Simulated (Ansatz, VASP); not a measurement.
One calculation of ScAl, two programs

```xyz
2
Lattice="3.3479 0.0000 0.0000 0.0000 3.3479 0.0000 0.0000 0.0000 3.3479" Properties=species:S:1:pos:R:3 pbc="T T T"
Sc    1.6739    1.6739    1.6739
Al    0.0000    0.0000    0.0000
```

Alike in both runs: functional PBEsol; k mesh 12 × 12 × 12; occupations fermi-dirac, width 0.15 eV; no spin polarisation.

Ansatz relaxed the structure, and its values are those at the end. VASP's run is a single point on that final structure, the one shown.

```csv
,VASP,Ansatz
version,VASP 6.6.1,Ansatz 0.2.0
potentials or method,"VASP PAW PBE potentials, release 64 (Sc_sv, Al), cutoff 520 eV","scalar-relativistic, plane waves, PAW"
valence electrons in the cell,14,14
```

|  | VASP | Ansatz | Ansatz less VASP |
| --- | --- | --- | --- |
| gap on the k mesh at the Fermi level (eV) | none | none | - |
| pressure (GPa) | 0.1 | 0.0 | -0.14 |

VASP's potentials were made for PBE, not for PBEsol. A gap of «none» marks a metal or a gap that the smearing closes.
